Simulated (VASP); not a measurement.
# Mg2BeS3 (P-4m2) in VASP: notebook, part 2 of 2

VASP 6.6.1. The steps go on from the part before.

## (4) Relaxation of cell and atoms, PBE

File INCAR:

```
SYSTEM = Mg2BeS3
ALGO = Normal
EDIFF = 1E-7
EDIFFG = -0.04
ENCUT = 600
GGA = PE
GGA_COMPAT = .FALSE.
IBRION = 2
ISIF = 3
ISMEAR = 0
LASPH = .TRUE.
LCHARG = .FALSE.
LREAL = .FALSE.
LWAVE = .FALSE.
NELM = 120
NELMIN = 4
NSW = 90
PREC = Accurate
SIGMA = 0.1
```

File KPOINTS:

```
k-points
0
G
  6 6 2
  0 0 0
```

File POSCAR:

```
Mg2BeS3
1.0
    3.6094375900      0.0000000000      0.0000000000
    0.0000000000      3.6094375900      0.0000000000
    0.0000000000      0.0000000000      7.8425993200
Mg Be S
2 1 3
Direct
    0.5000000000      0.0000000000      0.2626059900
    0.0000000000      0.5000000000      0.7373940100
    0.0000000000      0.0000000000      0.0000000000
    0.5000000000      0.0000000000      0.6250519800
    0.0000000000      0.5000000000      0.3749480200
    0.5000000000      0.5000000000      0.0000000000
```

Potentials or basis: VASP PAW PBE potentials, release 64 (Mg, Be, S).

Command:

```
$ cat potpaw_PBE.64/Mg/POTCAR potpaw_PBE.64/Be/POTCAR potpaw_PBE.64/S/POTCAR > POTCAR
$ mpirun -np 1 vasp_std > vasp.out
```

OUTCAR:

```text
SYSTEM = Mg2BeS3
   EDIFF = 1E-7
   EDIFFG = -0.04
   ENCUT = 600
   GGA = PE
   IBRION = 2
   ISIF = 3
   ISMEAR = 0
   LASPH = .TRUE.
   LREAL = .FALSE.
   NELM = 120
   NELMIN = 4
   NSW = 90
   PREC = Accurate

 ion  position               nearest neighbor table
   1  0.500  0.000  0.263-   5 2.70   5 2.70   5 2.70   5 2.70   6 2.74   3 2.74   6 2.74   3 2.74
                             4 2.84
   2  0.000  0.500  0.737-   4 2.70   4 2.70   4 2.70   4 2.70   3 2.74   6 2.74   6 2.74   3 2.74
                             5 2.84
   3  0.000  0.000  0.000-   6 2.55   6 2.55   6 2.55   6 2.55   2 2.74   1 2.74   1 2.74   2 2.74

   4  0.500  0.000  0.625-   2 2.70   2 2.70   2 2.70   2 2.70   1 2.84
   5  0.000  0.500  0.375-   1 2.70   1 2.70   1 2.70   1 2.70   2 2.84
   6  0.500  0.500  0.000-   3 2.55   3 2.55   3 2.55   3 2.55   2 2.74   2 2.74   1 2.74   1 2.74

  LATTYP: Found a simple tetragonal cell.
 ALAT       =     3.6094375900
 C/A-ratio  =     2.1728036916

  Lattice vectors:

 A1 = (   3.6094375900,   0.0000000000,   0.0000000000)
 A2 = (   0.0000000000,   3.6094375900,   0.0000000000)
 A3 = (   0.0000000000,   0.0000000000,   7.8425993200)

Analysis of symmetry for initial positions (statically):
=====================================================================
 Subroutine PRICEL returns:
 Original cell was already a primitive cell.

 Routine SETGRP: Setting up the symmetry group for a
 simple tetragonal supercell.

 Subroutine GETGRP returns: Found  8 space group operations
 (whereof  8 operations were pure point group operations)
 out of a pool of 16 trial point group operations.

The static configuration has the point symmetry D_2d.

Analysis of symmetry for dynamics (positions and initial velocities):
=====================================================================
 Subroutine PRICEL returns:
 Original cell was already a primitive cell.

 Routine SETGRP: Setting up the symmetry group for a
 simple tetragonal supercell.

 Subroutine GETGRP returns: Found  8 space group operations
 (whereof  8 operations were pure point group operations)
 out of a pool of 16 trial point group operations.

The dynamic configuration has the point symmetry D_2d.

 Subroutine INISYM returns: Found  8 space group operations
 (whereof  8 operations are pure point group operations),
 and found     1 'primitive' translations

----------------------------------------------------------------------------------------

                                     Primitive cell

  volume of cell :     102.1737

  direct lattice vectors                    reciprocal lattice vectors
     3.609437590  0.000000000  0.000000000     0.277051473  0.000000000  0.000000000
     0.000000000  3.609437590  0.000000000     0.000000000  0.277051473  0.000000000
     0.000000000  0.000000000  7.842599320     0.000000000  0.000000000  0.127508745

  length of vectors
     3.609437590  3.609437590  7.842599320     0.277051473  0.277051473  0.127508745

  position of ions in fractional coordinates (direct lattice)
     0.500000000  0.000000000  0.262605990
     0.000000000  0.500000000  0.737394010
     0.000000000  0.000000000  0.000000000
     0.500000000  0.000000000  0.625051980
     0.000000000  0.500000000  0.374948020
     0.500000000  0.500000000  0.000000000

  ion indices of the primitive-cell ions
   primitive index   ion index
                 1           1
                 2           2
[... 27 lines left out ...]
 ===========================================

 Found     20 irreducible k-points:

 Following reciprocal coordinates:
            Coordinates               Weight
  0.000000  0.000000  0.000000      1.000000
  0.166667  0.000000  0.000000      4.000000
  0.333333  0.000000  0.000000      4.000000
  0.500000  0.000000  0.000000      2.000000
  0.166667  0.166667  0.000000      4.000000
  0.333333  0.166667  0.000000      8.000000
[... 12 lines left out ...]
  0.500000  0.333333  0.500000      4.000000
  0.500000  0.500000  0.500000      1.000000
   k-points           NKPTS =     20   k-points in BZ     NKDIM =     20   number of bands    NBANDS=     16
   number of dos      NEDOS =    301   number of ions     NIONS =      6
   total plane-waves  NPLWV =  57600
   dimension x,y,z NGX =    30 NGY =   30 NGZ =   64
   dimension x,y,z NGXF=    60 NGYF=   60 NGZF=  128
   ions per type =               2   1   3
   NGX,Y,Z   is equivalent  to a cutoff of  13.82, 13.82, 13.57 a.u.
   NGXF,Y,Z  is equivalent  to a cutoff of  27.64, 27.64, 27.13 a.u.
 SYSTEM =  Mg2BeS3
   PREC   = accura    normal or accurate (medium, high low for compatibility)
   ISTART =      0    job   : 0-new  1-cont  2-samecut
   ICHARG =      2    charge: 1-file 2-atom 10-const
   ISPIN  =      1    spin polarized calculation?
   LNONCOLLINEAR =      F non collinear calculations
   LSORBIT =      F    spin-orbit coupling
   LASPH  =      T    aspherical Exc in radial PAW
   ENCUT  =  600.0 eV  44.10 Ry    6.64 a.u.   7.21  7.21 15.66*2*pi/ulx,y,z
   NELM   =    120;   NELMIN=  4; NELMDL= -5     # of ELM steps
   EDIFF  = 0.1E-06   stopping-criterion for ELM
   LREAL  =      F    real-space projection
   EDIFFG = -.4E-01   stopping-criterion for IOM
   NSW    =     90    number of steps for IOM
   IBRION =      2    ionic relax: 0-MD 1-quasi-New 2-CG
   NFREE  =      1    steps in history (QN), initial steepest desc. (CG)
   ISIF   =      3    stress and relaxation
   ISYM   =      2    0-nonsym 1-usesym 2-fastsym
   POTIM  = 0.5000    time-step for ionic-motion
   TEBEG  =    0.0;   TEEND  =   0.0 temperature during run
   PSTRESS=    0.0 pullay stress
   NELECT =      24.0000    total number of electrons
   NUPDOWN=      -1.0000    fix difference up-down
   EMIN   =  10.00;   EMAX   =-10.00  energy-range for DOS
   EFERMI =   0.00;   METHOD = LEGACY
   ISMEAR =     0;   SIGMA  =   0.10  broadening in eV -4-tet -1-fermi 0-gaus
   EFERMI_NEDOS =   21; number of points for ismear=-14 and -15
   IALGO  =     38    algorithm
   IMIX   =      4    mixing-type and parameters
     AMIX     =   0.40;   BMIX     =  1.00
     AMIX_MAG =   1.60;   BMIX_MAG =  1.00
  volume/ion in A,a.u.               =      17.03       114.92
  Fermi-wavevector in a.u.,A,eV,Ry     =   1.010103  1.908817 13.882127  1.020308
  Thomas-Fermi vector in A             =   2.143072
   LORBIT       =      0    0 simple, 1 ext, 2 COOP (PROOUT), +10 PAW based schemes
   GGA     = PE    functional components
   LHFCALC =     F    Hartree Fock is set to
   AEXX    =    0.0000 exact exchange contribution
   IVDW    =     0    specifies the selected vdW correction
   LEPSILON=     F    determine dielectric tensor
   LRPA    =     F    only Hartree local field effects (RPA)
 conjugate gradient relaxation of ions
 non-spin polarized calculation
 Gauss-broadening in eV      SIGMA  =   0.10
  energy-cutoff  :      600.00
  volume of cell :      102.17
 maximum number of plane-waves:      3464
 NGX is ok and might be reduce to    30
   NGX = 15   NGY = 15   NGZ = 31

--------------------------------------- Ionic step        1  -------------------------------------------

 number of electron      24.0000001 magnetization

 Free energy of the ion-electron system (eV)
  ---------------------------------------------------
  ext. energy  EPLUGINS =         0.00000000
  ---------------------------------------------------
  free energy    TOTEN  =       -21.49221669 eV

  energy without entropy =      -21.46699531  energy(sigma->0) =      -21.47960600

------------------------ aborting loop because EDIFF is reached ----------------------------------------

  FORCE on cell =-STRESS in cart. coord.  units (eV):
  Direction    XX          YY          ZZ          XY          YZ          ZX
  --------------------------------------------------------------------------------------
  -------------------------------------------------------------------------------------
  Total       -4.6706661     -4.6706661      1.8047587      0.0000000      0.0000000      0.0000000
  in kB      -73.2403322    -73.2403322     28.3002731      0.0000000      0.0000000      0.0000000
  external PRESSURE =     -39.3934638 kB  Pullay stress =       0.0000000 kB
[... 866 lines left out ...]
      3      -6.8639      2.00000
      4      -1.2596      2.00000
      5      -1.2596      2.00000
      6      -0.1703      2.00000
[... 8 lines left out ...]
     15       6.4628      0.00000
     16       6.5502      0.00000

[... ionic steps 4 to 34 ...]

--------------------------------------- Ionic step       35  -------------------------------------------

 number of electron      23.9999987 magnetization

------------------------ aborting loop because EDIFF is reached ----------------------------------------
[... 75 lines left out ...]
--------------------------------------- Ionic step       37  -------------------------------------------

 number of electron      24.0000004 magnetization

 Free energy of the ion-electron system (eV)
  ---------------------------------------------------
  ext. energy  EPLUGINS =         0.00000000
  ---------------------------------------------------
  free energy    TOTEN  =       -23.96025008 eV

  energy without entropy =      -23.95944750  energy(sigma->0) =      -23.95984879

 E-fermi :   1.9057     XC(G=0):  -8.1223

 val. band max:        1.7644287312   @ k =   0.5000   0.0000   0.0000
 cond. band min:       2.0229211386   @ k =   0.5000   0.5000   0.0000
 fundamental gap:      0.2584924074
 Fermi energy:         1.9057090834
[... 411 lines left out ...]
  FREE ENERGIE OF THE ION-ELECTRON SYSTEM (eV)
  ---------------------------------------------------
  free  energy   TOTEN  =       -23.9602500752 eV

  energy  without entropy=      -23.9594474981  energy(sigma->0) =      -23.95984879

 reached required accuracy - stopping structural energy minimisation
```

It took 24 min on 1 thread of Intel Xeon Platinum 8259CL at 2.50GHz (Skylake/Cascade Lake), shared host; peak memory 0.26 GiB.

Results:

```yaml
Free_energy: -23.9603 eV
Relaxed_volume: 22.20 Å³/atom
Relaxed_cell: a = 3.416 Å, b = 3.416 Å, c = 11.410 Å, α = 90.00°, β = 90.00°, γ = 90.00°
Space_group_after_relaxing_to_0.1_Å: P-4m2 (No. 115)
Energy_gained_by_relaxing: 411.3 meV/atom
Ionic_steps: 37
Pressure_after_relaxing: -0.1 GPa
Largest_force_after_relaxing: 0.034 eV/Å
Band_gap_on_the_k_mesh: 0.26 eV (least direct gap 0.49 eV)
```

Forces in eV/Å, atoms in the order of the input:
```
Mg   0.000  0.000 -0.012
Mg   0.000  0.000  0.012
Be   0.000  0.000  0.000
S    0.000  0.000 -0.034
S    0.000  0.000  0.034
S    0.000  0.000  0.000
```

The path:
| step | energy change (eV) | largest force (eV/Å) | pressure (GPa) | volume (Å³) |
| --- | --- | --- | --- | --- |
| 1 | 0.0000 | 1.7661 | -3.94 | 102.17 |
| 2 | -0.6768 | 1.4000 | 0.54 | 96.02 |
| 3 | -0.9306 | 1.0170 | 7.34 | 90.63 |
| 4 | -1.3799 | 0.6665 | 4.65 | 96.11 |
| 5 | -1.7143 | 0.5367 | 2.10 | 104.63 |
| 6 | -1.8052 | 0.7407 | -3.06 | 122.38 |
| 7 | -1.8770 | 0.4257 | -0.45 | 113.77 |
| 8 | -1.8789 | 0.4524 | -0.74 | 114.70 |
| 9 | -1.9390 | 0.4171 | 0.56 | 113.95 |
| 10 | -1.9821 | 0.4309 | 2.85 | 112.72 |
| 11 | -1.9996 | 0.4321 | 2.76 | 113.01 |
| 12 | -2.0512 | 0.4335 | 2.51 | 113.88 |
| 13 | -2.1499 | 0.4180 | 2.07 | 115.63 |
| 14 | -2.3181 | 0.4023 | 1.42 | 119.13 |
| 15 | -2.2404 | 1.1133 | 2.07 | 126.20 |
| 16 | -2.3849 | 0.3957 | 1.31 | 121.14 |
| 17 | -2.3951 | 0.3685 | 1.34 | 122.47 |
| 18 | -2.4238 | 0.3762 | 0.06 | 124.04 |
| 19 | -2.4285 | 0.3792 | -0.71 | 125.05 |
| 20 | -2.4413 | 0.2672 | -0.42 | 124.44 |
| 21 | -2.4507 | 0.0349 | 0.18 | 123.17 |
| 22 | -2.4508 | 0.0516 | 0.14 | 123.25 |
| 23 | -2.4520 | 0.0534 | 0.13 | 123.54 |
| 24 | -2.4545 | 0.0578 | 0.13 | 124.38 |
| 25 | -2.4545 | 0.1345 | 0.15 | 126.05 |
| 26 | -2.4553 | 0.0940 | 0.14 | 125.22 |
| 27 | -2.4563 | 0.0939 | 0.01 | 125.72 |
| 28 | -2.4576 | 0.0948 | -0.25 | 126.78 |
| 29 | -2.4589 | 0.0859 | -0.14 | 126.86 |
| 30 | -2.4612 | 0.0569 | 0.20 | 127.10 |
| 31 | -2.4613 | 0.0601 | 0.32 | 127.18 |
| 32 | -2.4622 | 0.0649 | 0.27 | 127.62 |
| 33 | -2.4639 | 0.0791 | 0.15 | 128.96 |
| 34 | -2.4628 | 0.1116 | -0.05 | 131.64 |
| 35 | -2.4641 | 0.0915 | 0.08 | 129.89 |
| 36 | -2.4663 | 0.0535 | 0.02 | 130.85 |
| 37 | -2.4680 | 0.0342 | -0.11 | 133.18 |

Final structure:
```
CELL_PARAMETERS angstrom
3.41642 0.00000 0.00000
0.00000 3.41642 0.00000
0.00000 0.00000 11.41004
ATOMIC_POSITIONS crystal
Mg 0.50000 0.00000 0.40246
Mg 0.00000 0.50000 0.59754
Be 0.00000 0.00000 0.00000
S 0.50000 0.00000 0.63168
S 0.00000 0.50000 0.36832
S 0.50000 0.50000 0.00000
```

Caveat: the volume moved by over 15 % at a fixed basis, so the end points are rough. A k mesh can miss the band edges.

## (5) The runs side by side

```tsv
task	cell	gap on the mesh (eV)	pressure (GPa)	largest force (eV/Å)
single point	a = 3.609, b = 3.609, c = 7.843 Å, 6 atoms, atomic positions A	none	-3.9	1.77
single point	a = 3.417, b = 3.417, c = 11.476 Å, 6 atoms, atomic positions B	0.26	-0.1	0.01
relaxation of cell and atoms	relaxed from a = 3.609, b = 3.609, c = 7.843 Å, 6 atoms, atomic positions A	0.26	-0.1	0.03
```

Alike in all rows: level PBE; potentials or basis VASP PAW PBE potentials, release 64 (Mg, Be, S); no spin polarisation; k mesh 6 × 6 × 2; cutoff (eV) 600; smearing gaussian 0.1 eV.

Caveats: some runs use coarse meshes; forces of over 1 eV/Å act on the atoms, so gaps and moduli don't describe the material at rest (at least some runs); the volume moved by over 15 % at a fixed basis, so the end points are rough (at least some runs).

Absolute energies hang on the potentials; compare differences alone.
